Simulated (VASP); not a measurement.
# HfB2 (P6/mmm) in VASP: notebook

HfB2 is run at these levels: PBE; tasks: single point.

All numbers are computed with VASP 6.6.1; they aren't measurements. Logs are shortened: lines on timing, memory, paths and dates and some standing lists are left out, and cuts for length are marked.

### 1 The cell of the first run

Symmetry: P6/mmm, No. 191, hexagonal system. The conventional cell has a = 3.140 Å, b = 3.140 Å, c = 3.480 Å, α = 90.00°, β = 90.00°, γ = 120.00°. Hf (site symmetry 6/mmm) has 12 B at 2.51 Å and 6 Hf at 3.14 Å within 3.3 Å. B (site symmetry -6m2) has 3 B at 1.81 Å within 2.4 Å.

### 2 Single point, PBE

Contents of INCAR:

```
  ALGO = Normal
  EDIFF = 1E-6
  ENCUT = 500
  GGA = PE
  GGA_COMPAT = F
  ISIF = 2
  ISMEAR = 1
  LASPH = T
  LCHARG = F
  LREAL = F
  LWAVE = F
  NBANDS = 15
  NELM = 120
  PREC = Accurate
  SIGMA = 0.3
```

Contents of KPOINTS:

```
k-points
0
Gamma
  12 12 10
```

Contents of POSCAR:

```
HfB2
1.0
    3.1400000000      0.0000000000      0.0000000000
   -1.5700000000      2.7193197679      0.0000000000
    0.0000000000      0.0000000000      3.4800000000
Hf B
1 2
Direct
    0.0000000000      0.0000000000      0.0000000000
    0.3333333333      0.6666666667      0.5000000000
    0.6666666667      0.3333333333      0.5000000000
```

Potentials or basis: VASP PAW PBE potentials, release 64 (Hf_pv, B).

Command:

```bash
$ cat potpaw_PBE.64/Hf_pv/POTCAR potpaw_PBE.64/B/POTCAR > POTCAR
$ mpirun -np 1 vasp_std > vasp.out
```

OUTCAR:

```text
EDIFF = 1E-6
   ENCUT = 500
   GGA = PE
   ISIF = 2
   ISMEAR = 1
   LASPH = T
   LREAL = F
   NELM = 120
   PREC = Accurate

 ion  position               nearest neighbor table
   1  0.000  0.000  0.000-   2 2.51   3 2.51   2 2.51   3 2.51   3 2.51   3 2.51   2 2.51   2 2.51
                             3 2.51   3 2.51   2 2.51   2 2.51
   2  0.333  0.667  0.500-   3 1.81   3 1.81   3 1.81   1 2.51   1 2.51   1 2.51   1 2.51   1 2.51
                             1 2.51
   3  0.667  0.333  0.500-   2 1.81   2 1.81   2 1.81   1 2.51   1 2.51   1 2.51   1 2.51   1 2.51
                             1 2.51

  LATTYP: Found a hexagonal cell.
 ALAT       =     3.1400000000
 C/A-ratio  =     1.1082802548

  Lattice vectors:

 A1 = (   3.1400000000,   0.0000000000,   0.0000000000)
 A2 = (  -1.5700000000,   2.7193197679,   0.0000000000)
 A3 = (   0.0000000000,   0.0000000000,   3.4800000000)

Analysis of symmetry for initial positions (statically):
=====================================================================
 Subroutine PRICEL returns:
 Original cell was already a primitive cell.

 Routine SETGRP: Setting up the symmetry group for a
 hexagonal supercell.

 Subroutine GETGRP returns: Found 24 space group operations
 (whereof 24 operations were pure point group operations)
 out of a pool of 24 trial point group operations.

The static configuration has the point symmetry D_6h.

Analysis of symmetry for dynamics (positions and initial velocities):
=====================================================================
 Subroutine PRICEL returns:
 Original cell was already a primitive cell.

 Routine SETGRP: Setting up the symmetry group for a
 hexagonal supercell.

 Subroutine GETGRP returns: Found 24 space group operations
 (whereof 24 operations were pure point group operations)
 out of a pool of 24 trial point group operations.

The dynamic configuration has the point symmetry D_6h.

 Subroutine INISYM returns: Found 24 space group operations
 (whereof 24 operations are pure point group operations),
 and found     1 'primitive' translations

----------------------------------------------------------------------------------------

                                     Primitive cell

  volume of cell :      29.7146

  direct lattice vectors                    reciprocal lattice vectors
     3.140000000  0.000000000  0.000000000     0.318471338  0.183869512  0.000000000
    -1.570000000  2.719319768  0.000000000     0.000000000  0.367739025  0.000000000
     0.000000000  0.000000000  3.480000000     0.000000000  0.000000000  0.287356322

  length of vectors
     3.140000000  3.140000000  3.480000000     0.367739025  0.367739025  0.287356322

  position of ions in fractional coordinates (direct lattice)
     0.000000000  0.000000000  0.000000000
     0.333333333  0.666666667  0.500000000
     0.666666667  0.333333333  0.500000000

  ion indices of the primitive-cell ions
   primitive index   ion index
                 1           1
                 2           2
                 3           3

----------------------------------------------------------------------------------------

 KPOINTS: k-points

Automatic generation of k-mesh.
 Grid dimensions read from file:
 generate k-points for:   12   12   10

 Generating k-lattice:

  Cartesian coordinates                     Fractional coordinates (reciprocal lattice)
     0.026539278  0.015322459  0.000000000     0.083333333  0.000000000  0.000000000
     0.000000000  0.030644919  0.000000000     0.000000000  0.083333333  0.000000000
     0.000000000  0.000000000  0.028735632     0.000000000  0.000000000  0.100000000

  Length of vectors
     0.030644919  0.030644919  0.028735632

  Shift w.r.t. Gamma in fractional coordinates (k-lattice)
     0.000000000  0.000000000  0.000000000

 Subroutine IBZKPT returns following result:
 ===========================================

 Found    114 irreducible k-points:

 Following reciprocal coordinates:
            Coordinates               Weight
  0.000000  0.000000  0.000000      1.000000
  0.083333  0.000000  0.000000      6.000000
  0.166667  0.000000  0.000000      6.000000
  0.250000  0.000000  0.000000      6.000000
  0.333333  0.000000  0.000000      6.000000
  0.416667  0.000000  0.000000      6.000000
[... 16 lines left out ...]
  0.250000  0.000000  0.100000     12.000000
  0.333333  0.000000  0.100000     12.000000
 [... further k-points ...]
   k-points           NKPTS =    114   k-points in BZ     NKDIM =    114   number of bands    NBANDS=     15
   number of dos      NEDOS =    301   number of ions     NIONS =      3
   total plane-waves  NPLWV =  16128
   dimension x,y,z NGX =    24 NGY =   24 NGZ =   28
   dimension x,y,z NGXF=    48 NGYF=   48 NGZF=   56
   ions per type =               1   2
   NGX,Y,Z   is equivalent  to a cutoff of  12.71, 12.71, 13.38 a.u.
   NGXF,Y,Z  is equivalent  to a cutoff of  25.41, 25.41, 26.75 a.u.
 SYSTEM =  unknown system
   PREC   = accura    normal or accurate (medium, high low for compatibility)
   ISTART =      0    job   : 0-new  1-cont  2-samecut
   ICHARG =      2    charge: 1-file 2-atom 10-const
   ISPIN  =      1    spin polarized calculation?
   LNONCOLLINEAR =      F non collinear calculations
   LSORBIT =      F    spin-orbit coupling
   LASPH  =      T    aspherical Exc in radial PAW
   ENCUT  =  500.0 eV  36.75 Ry    6.06 a.u.   5.72  5.72  6.34*2*pi/ulx,y,z
   NELM   =    120;   NELMIN=  2; NELMDL= -5     # of ELM steps
   EDIFF  = 0.1E-05   stopping-criterion for ELM
   LREAL  =      F    real-space projection
   EDIFFG = 0.1E-04   stopping-criterion for IOM
   NSW    =      0    number of steps for IOM
   IBRION =     -1    ionic relax: 0-MD 1-quasi-New 2-CG
   NFREE  =      0    steps in history (QN), initial steepest desc. (CG)
   ISIF   =      2    stress and relaxation
   ISYM   =      2    0-nonsym 1-usesym 2-fastsym
   POTIM  = 0.5000    time-step for ionic-motion
   TEBEG  =    0.0;   TEEND  =   0.0 temperature during run
   PSTRESS=    0.0 pullay stress
   NELECT =      16.0000    total number of electrons
   NUPDOWN=      -1.0000    fix difference up-down
   EMIN   =  10.00;   EMAX   =-10.00  energy-range for DOS
   EFERMI =   0.00;   METHOD = LEGACY
   ISMEAR =     1;   SIGMA  =   0.30  broadening in eV -4-tet -1-fermi 0-gaus
   EFERMI_NEDOS =   21; number of points for ismear=-14 and -15
   IALGO  =     38    algorithm
   IMIX   =      4    mixing-type and parameters
     AMIX     =   0.40;   BMIX     =  1.00
     AMIX_MAG =   1.60;   BMIX_MAG =  1.00
  volume/ion in A,a.u.               =       9.90        66.84
  Fermi-wavevector in a.u.,A,eV,Ry     =   1.331860  2.516850 24.134693  1.773850
  Thomas-Fermi vector in A             =   2.460838
   LORBIT       =      0    0 simple, 1 ext, 2 COOP (PROOUT), +10 PAW based schemes
   GGA     = PE    functional components
   LHFCALC =     F    Hartree Fock is set to
   AEXX    =    0.0000 exact exchange contribution
   IVDW    =     0    specifies the selected vdW correction
   LEPSILON=     F    determine dielectric tensor
   LRPA    =     F    only Hartree local field effects (RPA)
 non-spin polarized calculation
 Methfessel and Paxton  Order N= 1 SIGMA  =   0.30
  energy-cutoff  :      500.00
  volume of cell :       29.71
 maximum number of plane-waves:       770
 NGX is ok and might be reduce to    24
   NGX = 11   NGY = 11   NGZ = 13

 number of electron      15.9999998 magnetization

 Free energy of the ion-electron system (eV)
  ---------------------------------------------------
  ext. energy  EPLUGINS =         0.00000000
  ---------------------------------------------------
  free energy    TOTEN  =       -26.40185778 eV

  energy without entropy =      -26.40163922  energy(sigma->0) =      -26.40178493

 E-fermi :   7.7912     XC(G=0): -12.5967

 val. band max:        7.6374107713   @ k =   0.1667   0.1667   0.2000
 cond. band min:       7.8227311840   @ k =   0.0833   0.0833   0.3000
 fundamental gap:      0.1853204127
 Fermi energy:         7.7911768969

 k-point     1 :       0.0000    0.0000    0.0000
  band No.  band energies     occupation
      1     -22.9646      2.00000
      2     -22.4679      2.00000
      3     -22.4679      2.00000
      4      -6.0830      2.00000
      5       4.6668      2.00000
      6       4.7734      2.00000
      7       4.7734      2.00000
      8       4.8898      2.00000
      9      11.6962     -0.00000
     10      11.6962     -0.00000
     11      12.3311     -0.00000
     12      12.3311     -0.00000
     13      12.6624     -0.00000
     14      12.6624     -0.00000
     15      12.6645     -0.00000

 k-point     2 :       0.0833    0.0000    0.0000
  band No.  band energies     occupation
      1     -22.9558      2.00000
      2     -22.5223      2.00000
      3     -22.4799      2.00000
      4      -5.9328      2.00000
      5       4.3466      2.00000
      6       4.7602      2.00000
      7       4.7643      2.00000
      8       4.8182      2.00000
      9      11.2172     -0.00000
     10      11.5909     -0.00000
     11      11.6507     -0.00000
     12      11.8834     -0.00000
     13      13.1504     -0.00000
     14      13.4923     -0.00000
     15      13.7809     -0.00000
[... 365 lines left out ...]
      3     -22.5545      2.00000
      4      -4.6998      2.00000
      5       2.0430      2.00000
      6       3.7804      2.00000
      7       4.5170      2.00000
      8       5.6286      2.00000
      9       9.5931     -0.00000
     10      10.4715     -0.00000
     11      11.6038     -0.00000
     12      12.3231     -0.00000
     13      13.9546      0.00000
     14      15.1958      0.00000
     15      16.7008      0.00000

 k-point    24 :       0.3333    0.0000    0.1000
  band No.  band energies     occupation
      1     -23.0436      2.00000
      2     -22.8888      2.00000
      3     -22.5982      2.00000
      4      -3.8569      2.00000
      5       0.7361      2.00000
      6       3.7634      2.00000
      7       4.2820      2.00000
      8       5.2655      2.00000
      9       9.9084     -0.00000
     10      10.7095     -0.00000
     11      11.1233     -0.00000
     12      12.5835     -0.00000
     13      14.2805      0.00000
     14      16.0618      0.00000
     15      18.5996      0.00000

 [... further k-points ...]

------------------------ aborting loop because EDIFF is reached ----------------------------------------

  FORCE on cell =-STRESS in cart. coord.  units (eV):
  Direction    XX          YY          ZZ          XY          YZ          ZX
  --------------------------------------------------------------------------------------
  -------------------------------------------------------------------------------------
  Total        0.1626388      0.1626388      0.2201028      0.0000000      0.0000000      0.0000000
  in kB        8.7693136      8.7693136     11.8677103      0.0000000      0.0000000      0.0000000
  external PRESSURE =       9.8021125 kB  Pullay stress =       0.0000000 kB

 VOLUME and BASIS-vectors are now :
 -----------------------------------------------------------------------------
  energy-cutoff  :      500.00
  volume of cell :       29.71
      direct lattice vectors                 reciprocal lattice vectors
     3.140000000  0.000000000  0.000000000     0.318471338  0.183869512  0.000000000
    -1.570000000  2.719319768  0.000000000     0.000000000  0.367739025  0.000000000
     0.000000000  0.000000000  3.480000000     0.000000000  0.000000000  0.287356322

 POSITION                                       TOTAL-FORCE (eV/Angst)
 -----------------------------------------------------------------------------------
      0.00000      0.00000      0.00000        -0.000000      0.000000     -0.000000
     -0.00000      1.81288      1.74000        -0.000000     -0.000000      0.000000
      1.57000      0.90644      1.74000         0.000000      0.000000     -0.000000
 -----------------------------------------------------------------------------------
    total drift:                               -0.000000      0.000000      0.000000

  FREE ENERGIE OF THE ION-ELECTRON SYSTEM (eV)
  ---------------------------------------------------
  free  energy   TOTEN  =       -26.4018577847 eV

  energy  without entropy=      -26.4016392230  energy(sigma->0) =      -26.40178493
```

Wall time 82 s (1 thread of AMD EPYC 7R43 (Zen 3), shared host); peak memory 0.14 GiB.

Results:

```yaml
Free_energy: -26.4019 eV
Pressure: 1.0 GPa
Band_gap_on_the_k_mesh: zero (bands 8 and 9 overlap by 1.31 eV)
```

Levels at points of the mesh, in eV from the Fermi level:
```csv
k point,band 5,band 6,band 7,band 8,band 9,band 10,band 11,band 12
"(0.00, 0.00, 0.00)",-3.12,-3.02,-3.02,-2.90,3.91,3.91,4.54,4.54
"(0.50, 0.00, 0.00)",-9.18,-4.25,-3.56,-2.99,1.99,2.61,5.45,5.60
"(0.00, 0.00, 0.50)",-8.49,-1.32,-1.32,0.20,0.20,0.88,0.88,2.11
"(0.50, 0.00, 0.50)",-7.63,-5.09,-4.83,-2.79,3.88,4.04,6.13,7.07
```

Caveat: so wide a smearing shifts energies and pressures; spin-orbit coupling is left out, which moves the levels of the heavy elements.

### 3 Single point, PBE

Contents of INCAR:

```
SYSTEM = HfB2
PREC = Accurate ; ENCUT = 500
EDIFF = 1E-6 ; ISMEAR = 1
SIGMA = 0.2 ; LREAL = .False.
LASPH = .True. ; NELM = 120
ALGO = Normal ; ISIF = 2
LWAVE = .False. ; LCHARG = .False.
GGA = PE ; NBANDS = 15
GGA_COMPAT = .False.
```

Contents of KPOINTS:

```
regular mesh
0
Gamma
  12 12 10
  0 0 0
```

POSCAR is that of step 2.

Potentials or basis: VASP PAW PBE potentials, release 64 (Hf_pv, B).

Command:

```bash
$ cat potpaw_PBE.64/Hf_pv/POTCAR potpaw_PBE.64/B/POTCAR > POTCAR
$ mpirun -np 1 vasp_std > vasp.out
```

It took 1.8 min on 1 thread of AMD EPYC 7R43 (Zen 3), shared host; peak memory 0.14 GiB.

Results (log left out):

| Property | Result |
| --- | --- |
| Free energy | -26.4016 eV |
| Pressure | 1.0 GPa |
| Band gap on the k mesh | zero (bands 8 and 9 overlap by 1.31 eV) |

Stress tensor (GPa, compression positive):
```
0.86 0.00 0.00
0.00 0.86 0.00
0.00 0.00 1.22
```

Levels at points of the mesh, in eV from the Fermi level:
| k point | band 5 | band 6 | band 7 | band 8 | band 9 | band 10 | band 11 | band 12 |
| --- | --- | --- | --- | --- | --- | --- | --- | --- |
| (0.00, 0.00, 0.00) | -3.14 | -3.04 | -3.04 | -2.92 | 3.89 | 3.89 | 4.52 | 4.52 |
| (0.50, 0.00, 0.00) | -9.20 | -4.27 | -3.58 | -3.01 | 1.97 | 2.59 | 5.44 | 5.58 |
| (0.00, 0.00, 0.50) | -8.51 | -1.34 | -1.34 | 0.18 | 0.18 | 0.86 | 0.86 | 2.09 |
| (0.50, 0.00, 0.50) | -7.65 | -5.11 | -4.85 | -2.81 | 3.86 | 4.02 | 6.11 | 7.06 |

Caveat: spin-orbit coupling is left out, which moves the levels of the heavy elements.
